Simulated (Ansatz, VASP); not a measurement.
# Two plane-wave programs on Sn2TeAs2

```xyz
5
Lattice="4.1923 0.0000 0.0000 0.0000 4.1923 0.0000 0.0000 0.0000 7.7953" Properties=species:S:1:pos:R:3 pbc="T T T"
Sn    2.0962    0.0000    6.8060
Sn    0.0000    2.0962    6.8060
Te    2.0962    2.0962    1.5894
As    2.0962    0.0000    3.9078
As    0.0000    2.0962    3.9078
```

Alike in both runs: functional PBE; k mesh 10 × 10 × 6; occupations gaussian, width 0.1 eV; no spin polarisation.

Ansatz relaxed the structure, and its values are those at the end. VASP's run is a single point on that final structure, the one shown.

|  | VASP | Ansatz |
| --- | --- | --- |
| version | VASP 6.6.1 | Ansatz 0.2.0 |
| potentials or method | VASP PAW PBE potentials, release 64 (Sn_d, Te, As), cutoff 520 eV | scalar-relativistic, plane waves, PAW |
| valence electrons in the cell | 44 | 74 |

|  | VASP | Ansatz | Ansatz less VASP |
| --- | --- | --- | --- |
| gap on the k mesh at the Fermi level (eV) | none | none | - |
| pressure (GPa) | 0.0 | 0.0 | +0.02 |

A gap of «none» marks a metal or a gap that the smearing closes. VASP's potentials hold 44 valence electrons a cell and Ansatz's 74, so a difference there can come from the potentials and not from the codes.

Neither program's run includes spin-orbit coupling.
